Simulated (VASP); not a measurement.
# LiCl (P1) in VASP: further runs

LiCl is run at these levels: r2SCAN; tasks: single point.

Program: VASP 6.6.1. These are calculated values, not measurements. Logs are shortened: lines on timing, memory, paths and dates and some standing lists are left out, and cuts for length are marked.

## 1. The cell of the first run

The typed cell holds 16 atoms: a = 7.262 Å, b = 7.262 Å, c = 7.262 Å, α = 60.00°, β = 60.00°, γ = 60.00°.

## 2. Single point, r2SCAN

POSCAR

```
LiCl
1.0
    0.0000000000      5.1347330000      5.1347330000
    5.1347330000      0.0000000000      5.1347330000
    5.1347330000      5.1347330000      0.0000000000
Li Cl
8 8
Direct
   -0.0382247723     -0.0004977864      0.0488085749
    0.0153714906     -0.0675185058      0.5558650275
   -0.0164836224      0.4798970073     -0.0026795941
    0.0383839822      0.4806673492      0.4642006702
    0.4851755680     -0.0508287383      0.0183536320
    0.4962358315      0.0141451367      0.5046911884
    0.5226312644      0.4539996530     -0.0460958729
    0.5286781221      0.5480711461      0.4589718686
    0.2337488629      0.2454850135      0.2708619903
    0.2679425590      0.2410710547      0.7313798984
    0.2359732239      0.7651948991      0.2474028348
    0.2474856044      0.7504876106      0.7519920705
    0.7275928466      0.2557603287      0.2495212507
    0.7498037386      0.2536217560      0.7474748930
    0.7512151070      0.7613320887      0.2621443023
    0.7828631012      0.7712475021      0.7302093410
```

INCAR.step1

```
PREC     = Accurate       # precision mode
ENCUT    = 520            # plane-wave cutoff, eV
ISMEAR   = -1             # smearing method
SIGMA    = 0.112          # smearing width, eV
LREAL    = Auto         
LASPH    = T              # aspherical terms in the spheres
NELM     = 80             # most SCF steps
NBANDS   = 54             # bands
GGA      = PE             # functional
ALGO     = Normal         # electronic algorithm
EDIFF    = 1E-4           # SCF threshold, eV
LWAVE    = T              # write WAVECAR
LCHARG   = F              # write CHGCAR
```

INCAR.step2

```
PREC     = Accurate       # precision mode
ENCUT    = 520            # plane-wave cutoff, eV
EDIFF    = 1E-6           # SCF threshold, eV
ISMEAR   = -1             # smearing method
SIGMA    = 0.112          # smearing width, eV
LREAL    = Auto         
LASPH    = T              # aspherical terms in the spheres
NELM     = 80             # most SCF steps
ALGO     = Normal         # electronic algorithm
ISIF     = 2              # what is computed and relaxed
LWAVE    = F              # write WAVECAR
LCHARG   = F              # write CHGCAR
METAGGA  = R2SCAN         # meta-GGA
LMIXTAU  = T            
NBANDS   = 54             # bands
ISTART   = 1
```

KPOINTS

```
Automatic mesh
0
Gamma
  2 2 2
```

Potentials or basis: VASP PAW PBE potentials, release 64 (Li_sv, Cl).

Command:

```bash
$ cat potpaw_PBE.64/Li_sv/POTCAR potpaw_PBE.64/Cl/POTCAR > POTCAR
$ cp INCAR.step1 INCAR
$ mpirun -np 1 vasp_std > vasp.out
$ cp INCAR.step2 INCAR
$ mpirun -np 1 vasp_std > vasp.out
```

OUTCAR:

```text
PREC = Accurate
   ENCUT = 520
   EDIFF = 1E-6
   ISMEAR = -1
   LREAL = Auto
   LASPH = T
   NELM = 80
   ISIF = 2
   METAGGA = R2SCAN
   ISTART = 1

 ion  position               nearest neighbor table
   1  0.962  1.000  0.049-  15 2.31  13 2.36  11 2.44
   2  0.015  0.932  0.556-  16 2.04  12 2.22  11 2.50
   3  0.984  0.480  0.997-  16 2.45  13 2.47  10 2.60
   4  0.038  0.481  0.464-   9 2.21  11 2.50  15 2.54  10 2.56
   5  0.485  0.949  0.018-  11 2.24  16 2.47  10 2.62
   6  0.496  0.014  0.505-  10 2.33  13 2.43  15 2.54   9 2.55  12 2.63
   7  0.523  0.454  0.954-  14 2.10  12 2.50   9 2.62  13 2.62
   8  0.529  0.548  0.459-  15 2.24  12 2.58  11 2.62  13 2.62
   9  0.234  0.245  0.271-   4 2.21   6 2.55   7 2.62
  10  0.268  0.241  0.731-   6 2.33   4 2.56   3 2.60   5 2.62
  11  0.236  0.765  0.247-   5 2.24   1 2.44   2 2.50   4 2.50   8 2.62
  12  0.247  0.750  0.752-   2 2.22   7 2.50   8 2.58   6 2.63
  13  0.728  0.256  0.250-   1 2.36   6 2.43   3 2.47   7 2.62   8 2.62
  14  0.750  0.254  0.747-   7 2.10
  15  0.751  0.761  0.262-   8 2.24   1 2.31   6 2.54   4 2.54
  16  0.783  0.771  0.730-   2 2.04   3 2.45   5 2.47

  LATTYP: Found a face centered cubic cell.
 ALAT       =    10.2694660000

  Lattice vectors:

 A1 = (   0.0000000000,   5.1347330000,   5.1347330000)
 A2 = (   5.1347330000,   0.0000000000,   5.1347330000)
 A3 = (   5.1347330000,   5.1347330000,   0.0000000000)

Analysis of symmetry for initial positions (statically):
=====================================================================
 Subroutine PRICEL returns:
 Original cell was already a primitive cell.

 Routine SETGRP: Setting up the symmetry group for a
 face centered cubic supercell.

 Subroutine GETGRP returns: Found  1 space group operations
 (whereof  1 operations were pure point group operations)
 out of a pool of 48 trial point group operations.

The static configuration has the point symmetry C_1 .

Analysis of symmetry for dynamics (positions and initial velocities):
=====================================================================
 Subroutine PRICEL returns:
 Original cell was already a primitive cell.

 Routine SETGRP: Setting up the symmetry group for a
 face centered cubic supercell.

 Subroutine GETGRP returns: Found  1 space group operations
 (whereof  1 operations were pure point group operations)
 out of a pool of 48 trial point group operations.

The dynamic configuration has the point symmetry C_1 .

 Subroutine INISYM returns: Found  1 space group operations
 (whereof  1 operations are pure point group operations),
 and found     1 'primitive' translations

----------------------------------------------------------------------------------------

                                     Primitive cell

  volume of cell :     270.7594

  direct lattice vectors                    reciprocal lattice vectors
     0.000000000  5.134733000  5.134733000    -0.097376047  0.097376047  0.097376047
     5.134733000  0.000000000  5.134733000     0.097376047 -0.097376047  0.097376047
     5.134733000  5.134733000  0.000000000     0.097376047  0.097376047 -0.097376047

  length of vectors
     7.261609048  7.261609048  7.261609048     0.168660260  0.168660260  0.168660260

  position of ions in fractional coordinates (direct lattice)
     0.961775228  0.999502214  0.048808575
     0.015371491  0.932481494  0.555865027
     0.983516378  0.479897007  0.997320406
     0.038383982  0.480667349  0.464200670
     0.485175568  0.949171262  0.018353632
     0.496235832  0.014145137  0.504691188
[... 8 lines left out ...]
     0.751215107  0.761332089  0.262144302
     0.782863101  0.771247502  0.730209341

  ion indices of the primitive-cell ions
   primitive index   ion index
                 1           1
                 2           2
                 3           3
                 4           4
                 5           5
                 6           6
[... 8 lines left out ...]
                15          15
                16          16

----------------------------------------------------------------------------------------

 KPOINTS: Automatic mesh

Automatic generation of k-mesh.
 Grid dimensions read from file:
 generate k-points for:    2    2    2

 Generating k-lattice:

  Cartesian coordinates                     Fractional coordinates (reciprocal lattice)
    -0.048688023  0.048688023  0.048688023     0.500000000  0.000000000  0.000000000
     0.048688023 -0.048688023  0.048688023     0.000000000  0.500000000  0.000000000
     0.048688023  0.048688023 -0.048688023     0.000000000  0.000000000  0.500000000

  Length of vectors
     0.084330130  0.084330130  0.084330130

  Shift w.r.t. Gamma in fractional coordinates (k-lattice)
     0.000000000  0.000000000  0.000000000

 Subroutine IBZKPT returns following result:
 ===========================================

 Found      8 irreducible k-points:

 Following reciprocal coordinates:
            Coordinates               Weight
  0.000000  0.000000  0.000000      1.000000
  0.500000  0.000000  0.000000      1.000000
  0.000000  0.500000  0.000000      1.000000
  0.000000  0.000000  0.500000      1.000000
  0.500000  0.500000  0.500000      1.000000
  0.500000  0.500000  0.000000      1.000000
  0.000000  0.500000  0.500000      1.000000
  0.500000  0.000000  0.500000      1.000000
   k-points           NKPTS =      8   k-points in BZ     NKDIM =      8   number of bands    NBANDS=     54
   number of dos      NEDOS =    301   number of ions     NIONS =     16
   total plane-waves  NPLWV = 157464
   dimension x,y,z NGX =    54 NGY =   54 NGZ =   54
   dimension x,y,z NGXF=   108 NGYF=  108 NGZF=  108
   ions per type =               8   8
   NGX,Y,Z   is equivalent  to a cutoff of  12.36, 12.36, 12.36 a.u.
   NGXF,Y,Z  is equivalent  to a cutoff of  24.73, 24.73, 24.73 a.u.
 SYSTEM =  unknown system
   PREC   = accura    normal or accurate (medium, high low for compatibility)
   ISTART =      1    job   : 0-new  1-cont  2-samecut
   ICHARG =      0    charge: 1-file 2-atom 10-const
   ISPIN  =      1    spin polarized calculation?
   LNONCOLLINEAR =      F non collinear calculations
   LSORBIT =      F    spin-orbit coupling
   LASPH  =      T    aspherical Exc in radial PAW
   ENCUT  =  520.0 eV  38.22 Ry    6.18 a.u.  13.50 13.50 13.50*2*pi/ulx,y,z
   NELM   =     80;   NELMIN=  2; NELMDL=  0     # of ELM steps
   EDIFF  = 0.1E-05   stopping-criterion for ELM
   LREAL  =      T    real-space projection
   EDIFFG = 0.1E-04   stopping-criterion for IOM
   NSW    =      0    number of steps for IOM
[... 5 lines left out ...]
   TEBEG  =    0.0;   TEEND  =   0.0 temperature during run
   PSTRESS=    0.0 pullay stress
   NELECT =      80.0000    total number of electrons
   NUPDOWN=      -1.0000    fix difference up-down
   EMIN   =  10.00;   EMAX   =-10.00  energy-range for DOS
   EFERMI =   0.00;   METHOD = LEGACY
   ISMEAR =    -1;   SIGMA  =   0.11  broadening in eV -4-tet -1-fermi 0-gaus
   EFERMI_NEDOS =   21; number of points for ismear=-14 and -15
   IALGO  =     38    algorithm
   IMIX   =      4    mixing-type and parameters
     AMIX     =   0.40;   BMIX     =  1.00
     AMIX_MAG =   1.60;   BMIX_MAG =  1.00
  volume/ion in A,a.u.               =      16.92       114.20
  Fermi-wavevector in a.u.,A,eV,Ry     =   1.090378  2.060515 16.176287  1.188924
  Thomas-Fermi vector in A             =   2.226601
   LORBIT       =      0    0 simple, 1 ext, 2 COOP (PROOUT), +10 PAW based schemes
   METAGGA = R2SCAN    functional components
   LHFCALC =     F    Hartree Fock is set to
   AEXX    =    0.0000 exact exchange contribution
   IVDW    =     0    specifies the selected vdW correction
   LEPSILON=     F    determine dielectric tensor
   LRPA    =     F    only Hartree local field effects (RPA)
 non-spin polarized calculation
  energy-cutoff  :      520.00
  volume of cell :      270.76
 maximum number of plane-waves:      7391
 NGX is ok and might be reduce to    54
   NGX = 27   NGY = 27   NGZ = 27

 number of electron      79.9999994 magnetization

 Free energy of the ion-electron system (eV)
  ---------------------------------------------------
  ext. energy  EPLUGINS =         0.00000000
  ---------------------------------------------------
  free energy    TOTEN  =       -99.52479410 eV

  energy without entropy =      -99.52479410  energy(sigma->0) =      -99.52479410

 E-fermi :   2.9994     XC(G=0):  -9.1075

 val. band max:        0.3944888244   @ k =   0.0000   0.0000   0.0000
 cond. band min:       7.2567317388   @ k =   0.0000   0.0000   0.0000
 fundamental gap:      6.8622429144
 Fermi energy:         2.9994074348

 k-point     1 :       0.0000    0.0000    0.0000
  band No.  band energies     occupation
      1     -44.8883      2.00000
      2     -44.8210      2.00000
      3     -44.7934      2.00000
      4     -44.6213      2.00000
      5     -44.5797      2.00000
      6     -44.4973      2.00000
[... 44 lines left out ...]
     51       9.0797      0.00000
     52      10.5020      0.00000

 k-point     2 :       0.5000    0.0000    0.0000
  band No.  band energies     occupation
      1     -44.8882      2.00000
      2     -44.8209      2.00000
      3     -44.7934      2.00000
      4     -44.6212      2.00000
      5     -44.5796      2.00000
      6     -44.4972      2.00000
[... 44 lines left out ...]
     51      10.4456      0.00000
     52      10.5324      0.00000

 k-point     3 :       0.0000    0.5000    0.0000
  band No.  band energies     occupation
      1     -44.8882      2.00000
      2     -44.8209      2.00000
      3     -44.7934      2.00000
      4     -44.6212      2.00000
      5     -44.5796      2.00000
      6     -44.4972      2.00000
[... 44 lines left out ...]
     51      10.4167      0.00000
     52      10.6748      0.00000
[... 166 lines left out ...]
 k-point     7 :       0.0000    0.5000    0.5000
  band No.  band energies     occupation
      1     -44.8882      2.00000
      2     -44.8209      2.00000
      3     -44.7933      2.00000
      4     -44.6212      2.00000
      5     -44.5796      2.00000
      6     -44.4972      2.00000
[... 44 lines left out ...]
     51      10.3998      0.00000
     52      10.6194      0.00000

 k-point     8 :       0.5000    0.0000    0.5000
  band No.  band energies     occupation
      1     -44.8882      2.00000
      2     -44.8209      2.00000
      3     -44.7933      2.00000
      4     -44.6212      2.00000
      5     -44.5796      2.00000
      6     -44.4972      2.00000
[... 44 lines left out ...]
     51      10.4412      0.00000
     52      10.6050      0.00000
 [bands above 52 left out]

------------------------ aborting loop because EDIFF is reached ----------------------------------------

  FORCE on cell =-STRESS in cart. coord.  units (eV):
  Direction    XX          YY          ZZ          XY          YZ          ZX
  --------------------------------------------------------------------------------------
  -------------------------------------------------------------------------------------
  Total        3.4672148      0.1281217      4.6309369     -0.0815554      0.6004514     -0.1146577
  in kB       20.5167107      0.7581403     27.4028575     -0.4825916      3.5530787     -0.6784695
  external PRESSURE =      16.2259028 kB  Pullay stress =       0.0000000 kB

 VOLUME and BASIS-vectors are now :
 -----------------------------------------------------------------------------
  energy-cutoff  :      520.00
  volume of cell :      270.76
      direct lattice vectors                 reciprocal lattice vectors
     0.000000000  5.134733000  5.134733000    -0.097376047  0.097376047  0.097376047
     5.134733000  0.000000000  5.134733000     0.097376047 -0.097376047  0.097376047
     5.134733000  5.134733000  0.000000000     0.097376047  0.097376047 -0.097376047

 POSITION                                       TOTAL-FORCE (eV/Angst)
 -----------------------------------------------------------------------------------
      5.38280      5.18908     10.07064        -0.283812     -0.136559      0.457032
      7.64226      2.93315      4.86697         0.060006     -0.381254      1.489563
      7.58512     10.17107      7.51424        -0.199682      0.220070      0.163869
      4.85164      2.58064      2.66519         0.514140      0.213497     -0.086881
      4.96798      2.58549      7.36499         0.075021     -0.233900      0.657279
      2.66409      5.13949      2.62067        -0.017698     -0.062622     -0.096822
[... 8 lines left out ...]
      5.25528      5.20333      7.76653        -0.247977     -0.231529     -0.121628
      7.70958      7.76922      7.97994         0.081093     -0.196290     -2.012705
 -----------------------------------------------------------------------------------
    total drift:                               -0.108137      0.015829      0.022819

  FREE ENERGIE OF THE ION-ELECTRON SYSTEM (eV)
  ---------------------------------------------------
  free  energy   TOTEN  =       -99.5247941017 eV

  energy  without entropy=      -99.5247941015  energy(sigma->0) =      -99.52479410
```

Wall time 17 min (1 thread of Oxide Virtual Turin-like, shared host); peak memory 0.41 GiB.

Results:

```
Free energy            : -99.5248 eV
Largest force          : 2.024 eV/Å
Band gap on the k mesh : 6.86 eV
```

Forces in eV/Å, atoms in the order of the input:
```
Li  -0.284 -0.137  0.457
Li   0.060 -0.381  1.490
Li  -0.200  0.220  0.164
Li   0.514  0.213 -0.087
Li   0.075 -0.234  0.657
Li  -0.018 -0.063 -0.097
Li   1.162  0.024 -0.213
Li  -0.054  0.108 -0.787
Cl  -0.797 -0.300  0.131
Cl   0.647  0.093 -0.178
Cl  -0.125  0.273 -0.172
Cl  -0.126  0.727  0.092
Cl   0.133 -0.160  0.545
Cl  -0.820  0.043  0.134
Cl  -0.248 -0.232 -0.122
Cl   0.081 -0.196 -2.013
```

Levels at points of the mesh, in eV from the valence-band top:
| k point | band 36 | band 37 | band 38 | band 39 | band 40 | band 41 | band 42 | band 43 | band 44 | band 45 |
| --- | --- | --- | --- | --- | --- | --- | --- | --- | --- | --- |
| (0.00, 0.00, 0.00) | -0.50 | -0.42 | -0.24 | -0.16 | 0.00 | 6.86 | 7.14 | 7.29 | 7.34 | 7.36 |
| (0.50, 0.00, 0.00) | -0.70 | -0.49 | -0.40 | -0.28 | -0.19 | 7.61 | 7.80 | 8.25 | 8.39 | 8.51 |
| (0.00, 0.50, 0.00) | -0.70 | -0.62 | -0.49 | -0.29 | -0.07 | 7.62 | 7.88 | 8.28 | 8.48 | 8.54 |
| (0.00, 0.00, 0.50) | -0.76 | -0.47 | -0.42 | -0.32 | -0.11 | 7.62 | 7.79 | 8.30 | 8.42 | 8.45 |
| (0.50, 0.50, 0.50) | -0.81 | -0.45 | -0.36 | -0.33 | -0.28 | 7.71 | 7.74 | 8.34 | 8.47 | 8.53 |
| (0.50, 0.50, 0.00) | -0.76 | -0.57 | -0.52 | -0.47 | -0.39 | 8.47 | 8.66 | 8.74 | 8.78 | 8.98 |
| (0.00, 0.50, 0.50) | -0.82 | -0.51 | -0.47 | -0.43 | -0.23 | 8.30 | 8.49 | 8.69 | 8.81 | 8.89 |
| (0.50, 0.00, 0.50) | -0.82 | -0.55 | -0.49 | -0.42 | -0.28 | 8.23 | 8.51 | 8.75 | 8.92 | 8.95 |

Caveat: the k points lie up to 0.53 Å⁻¹ apart; the cutoff is under 1.25 times the usual one of these potentials, so pressure, stress and relaxed cells hold a basis-set (Pulay) error; the atoms stand as in a frame of molecular dynamics; the PAW data sets were made with another functional, which shifts forces and pressure a little.

## 3. Single point, r2SCAN

This run uses another cell than the first one, of 17.23 Å³/atom.

POSCAR

```
LiCl
1.0
    0.0000000000      5.1653670000      5.1653670000
    5.1653670000      0.0000000000      5.1653670000
    5.1653670000      5.1653670000      0.0000000000
Li Cl
8 8
Direct
   -0.0292586180      0.0070129576      0.0429625814
    0.0394150116     -0.0665526767      0.5639380513
   -0.0191184866      0.4637542695     -0.0021698361
    0.0546703651      0.4793228632      0.4634436430
    0.4886434013     -0.0548426666      0.0054972861
    0.4986439492      0.0284742594      0.4984522881
    0.5150111309      0.4544361514     -0.0445700180
    0.5397555488      0.5573655270      0.4528825348
    0.2290910791      0.2431262871      0.2720545317
    0.2680190972      0.2355793886      0.7336785557
    0.2354890756      0.7678897743      0.2453509112
    0.2465748320      0.7489809533      0.7528548310
    0.7074159493      0.2672712316      0.2517224817
    0.7527614204      0.2537697709      0.7403441033
    0.7488047800      0.7721192899      0.2632346356
    0.7929218776      0.7776733967      0.7264793576
```

INCAR.step1

```
SYSTEM = LiCl
PREC = Accurate ; ENCUT = 520
ISMEAR = -1 ; SIGMA = 0.112
LREAL = Auto ; LASPH = .True.
NELM = 60 ; NBANDS = 54
GGA = PE ; ALGO = Normal
EDIFF = 1E-4 ; LWAVE = .True.
LCHARG = .False.
```

INCAR.step2

```
SYSTEM = LiCl
PREC = Accurate ; ENCUT = 520
EDIFF = 1E-7 ; ISMEAR = -1
SIGMA = 0.112 ; LREAL = Auto
LASPH = .True. ; NELM = 60
ALGO = Normal ; ISIF = 2
LWAVE = .False. ; LCHARG = .False.
METAGGA = R2SCAN ; LMIXTAU = .True.
NBANDS = 54 ; ISTART = 1
```

KPOINTS

```
Automatic mesh
0
Gamma
  2 2 2
  0 0 0
```

Potentials or basis: VASP PAW PBE potentials, release 64 (Li_sv, Cl).

Command:

```bash
$ cat potpaw_PBE.64/Li_sv/POTCAR potpaw_PBE.64/Cl/POTCAR > POTCAR
$ cp INCAR.step1 INCAR
$ mpirun -np 1 vasp_std > vasp.out
$ cp INCAR.step2 INCAR
$ mpirun -np 1 vasp_std > vasp.out
```

It took 18 min on 1 thread of Oxide Virtual Turin-like, shared host; peak memory 0.41 GiB.

It converged, with:

```
Free energy            : -99.3388 eV
Largest force          : 1.702 eV/Å
Band gap on the k mesh : 6.80 eV
```

Forces in eV/Å, atoms in the order of the input:
```
Li  -0.212 -0.157  0.210
Li   0.074 -1.306  0.868
Li  -0.022  0.130  0.233
Li   0.443 -0.011 -0.146
Li   0.121 -0.125  0.632
Li  -0.243 -0.031 -0.228
Li   0.766  0.049 -0.233
Li  -0.052  0.170 -0.836
Cl  -0.666 -0.327  0.146
Cl   0.782  0.076 -0.274
Cl  -0.096  0.302 -0.094
Cl  -0.162  1.682  0.206
Cl  -0.085 -0.130  0.858
Cl  -0.340  0.053  0.182
Cl  -0.272 -0.177  0.079
Cl  -0.035 -0.198 -1.603
```

Levels at points of the mesh, in eV from the valence-band top:
```tsv
k point	band 37	band 38	band 39	band 40	band 41	band 42	band 43	band 44
(0.00, 0.00, 0.00)	-0.37	-0.20	-0.17	0.00	6.80	7.17	7.29	7.38
(0.50, 0.00, 0.00)	-0.38	-0.33	-0.25	-0.20	7.63	7.72	8.23	8.35
(0.00, 0.50, 0.00)	-0.48	-0.39	-0.30	-0.09	7.61	7.79	8.27	8.41
(0.00, 0.00, 0.50)	-0.47	-0.39	-0.27	-0.08	7.62	7.73	8.24	8.38
(0.50, 0.50, 0.50)	-0.40	-0.35	-0.31	-0.23	7.66	7.75	8.27	8.48
(0.50, 0.50, 0.00)	-0.52	-0.44	-0.40	-0.37	8.46	8.60	8.68	8.81
(0.00, 0.50, 0.50)	-0.46	-0.42	-0.38	-0.23	8.26	8.43	8.61	8.76
(0.50, 0.00, 0.50)	-0.54	-0.40	-0.35	-0.27	8.12	8.36	8.73	8.82
```

Caveat: the k points lie up to 0.53 Å⁻¹ apart; the cutoff is under 1.25 times the usual one of these potentials, so pressure, stress and relaxed cells hold a basis-set (Pulay) error; the atoms stand as in a frame of molecular dynamics; the PAW data sets were made with another functional, which shifts forces and pressure a little.
